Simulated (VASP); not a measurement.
Li4HgS3:

```
Li Hg S
1.0
     3.52500    0.00000    0.00000
    -1.76250    3.05274    0.00000
     0.00000    0.00000   13.13580
Li Hg S
4 1 3
Direct
  0.00000 0.00000 0.00000
  0.66667 0.33333 0.39529
  0.00000 0.00000 0.55787
  0.66667 0.33333 0.77893
  0.33333 0.66667 0.22750
  0.66667 0.33333 0.11053
  0.33333 0.66667 0.66840
  0.33333 0.66667 0.88947
```

| Property | Result |
| --- | --- |
| Program | VASP 6.6.1 |
| Task | relaxation of cell and atoms |
| Functional | PBE |
| Potentials or basis | VASP PAW PBE potentials, release 64 (Li_sv, Hg, S) |
| Cutoff | 600 eV |
| k mesh | 6 × 6 × 2 |
| Occupations | gaussian, width 0.1 eV |
| Spin | no spin polarisation |

At the start: pressure 3.0 GPa; volume 17.67 Å³/atom.

How do energy, volume and symmetry change on relaxing?

Over 77 steps the energy falls by 519.2 meV/atom and the volume is 17.94 Å³/atom (+1.6 %); space group P3m1 (No. 156, to 0.1 Å) before and after.

The path:
```csv
step,energy change (eV),largest force (eV/Å),pressure (GPa),volume (Å³)
1,0.0000,1.6300,3.05,141.35
3,-0.9894,1.0880,-2.96,159.75
5,-1.0868,0.9940,-4.26,168.06
7,-2.1610,1.0878,0.15,145.41
9,-2.2277,1.1665,-1.36,149.68
11,-2.4614,1.0382,1.88,141.45
13,-2.6235,0.3549,1.17,144.39
15,-2.6996,0.3950,-1.21,153.35
17,-2.7668,1.0231,-0.16,152.00
19,-2.8340,1.0407,0.21,150.77
21,-2.8181,1.1020,2.61,145.22
23,-2.9781,0.5739,0.19,149.65
25,-3.0144,0.4772,-0.20,150.55
27,-3.0686,0.6092,-0.34,152.26
29,-3.1249,0.3150,0.08,150.33
31,-3.1563,0.4783,0.96,147.88
33,-3.2248,0.7133,0.72,147.81
35,-3.2359,1.0186,0.68,147.75
37,-3.4250,0.7392,-0.93,151.46
39,-3.5032,0.6562,-1.86,154.42
41,-3.6450,0.2666,-0.66,150.78
43,-3.7031,0.3266,0.09,148.07
45,-3.7186,0.2653,0.00,147.77
47,-3.7489,0.2166,-0.10,146.22
49,-3.7587,0.2737,0.62,143.23
51,-3.8030,0.3746,0.20,144.24
53,-3.7543,1.6298,1.74,148.83
55,-3.9065,0.4121,0.67,147.51
57,-3.9477,0.3719,0.15,148.55
59,-3.9883,0.2784,-0.30,151.74
61,-4.0080,0.2261,-0.23,151.07
63,-4.0530,0.2579,-0.09,148.90
65,-4.0966,0.3416,-0.56,147.74
67,-4.1304,0.2392,0.16,143.66
69,-4.1434,0.1406,0.07,143.84
71,-4.1478,0.0546,0.01,144.32
73,-4.1485,0.0484,-0.05,144.48
75,-4.1517,0.0888,-0.18,144.48
77,-4.1534,0.0343,-0.02,143.55
```

Final structure:
```cif
data_structure
_symmetry_space_group_name_H-M 'P 1'
_symmetry_Int_Tables_number 1
_cell_length_a 4.0009
_cell_length_b 4.0009
_cell_length_c 10.3553
_cell_angle_alpha 90.000
_cell_angle_beta 90.000
_cell_angle_gamma 120.000
_cell_volume 143.55
loop_
_atom_site_label
_atom_site_type_symbol
_atom_site_fract_x
_atom_site_fract_y
_atom_site_fract_z
_atom_site_occupancy
Li1 Li 0.00000 0.00000 0.00061 1
Li2 Li 0.66667 0.33333 0.45371 1
Li3 Li 0.00000 0.00000 0.67990 1
Li4 Li 0.66667 0.33333 0.85612 1
Hg1 Hg 0.33333 0.66667 0.24231 1
S1 S 0.66667 0.33333 0.10752 1
S2 S 0.33333 0.66667 0.48086 1
S3 S 0.33333 0.66667 0.80697 1
```

Caveat: the cutoff is under 1.25 times the usual one of these potentials, so pressure, stress and relaxed cells hold a basis-set (Pulay) error; a cell axis changed by over 15 % at a fixed basis, so the end point is rough.
